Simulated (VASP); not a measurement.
Runs of VASP 6.6.1 on P. The structure is that of space group P6_3/mmc (No. 194), or close to it. The cells are those of the table. 

```tsv
task	cell	cutoff (eV)	gap on the mesh (eV)	pressure (GPa)
relaxation of cell and atoms	relaxed to 450 GPa from a = 2.050, b = 2.050, c = 3.321 Å, angles 90.0, 90.0, 120.0°, 2 atoms	600	none	450.0
single point	a = 2.035, b = 2.035, c = 3.351 Å, angles 90.0, 90.0, 120.0°, 2 atoms	520	none	441.5
single point	a = 2.035, b = 2.035, c = 3.352 Å, angles 90.0, 90.0, 120.0°, 2 atoms	520	none	(a)
relaxation of cell and atoms	relaxed to 450 GPa from a = 2.035, b = 2.035, c = 3.351 Å, angles 90.0, 90.0, 120.0°, 2 atoms	600	none	450.0
```

Alike in all rows: level PBE; potentials or basis VASP PAW PBE potentials, release 64 (P); no spin polarisation; k mesh 21 × 21 × 12; smearing fermi-dirac 0.08 eV.

Problem. Fill in the values left out.

Solution. (a) 440.9.

Caveats: the cell is relaxed towards a set pressure, so the enthalpy falls and the energy may rise (some runs).

A gap of «none» marks levels without a gap at the run's occupations.
